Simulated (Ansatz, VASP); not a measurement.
**SrCl2: VASP beside Ansatz**

```
Sr Cl
1.0
     0.00000    3.59513    3.42616
     3.59513    0.00000    3.42616
     3.59513    3.59513    0.00000
Sr Cl
1 2
Cartesian
  0.0000 0.0000 0.0000
  1.7976 1.7976 1.7131
  5.3927 5.3927 5.1392
```

Alike in both runs: task single point; functional PBE; k mesh 6 × 6 × 6; occupations gaussian, width 0.05 eV; no spin polarisation.

```csv
,VASP,Ansatz
version,VASP 6.6.1,Ansatz 0.2.0
potentials or method,"VASP PAW PBE potentials, release 64 (Sr_sv, Cl), cutoff 520 eV","scalar-relativistic, plane waves, PAW"
valence electrons in the cell,24,24
```

```csv
,VASP,Ansatz,Ansatz less VASP
gap on the k mesh at the Fermi level (eV),4.92,4.93,+0.003
least direct gap on the mesh (eV),5.20,5.20,+0.001
pressure (GPa),-0.4,-0.5,-0.07
"traceless stress, the component that is largest in VASP (GPa)",1.58,1.59,+0.009
```
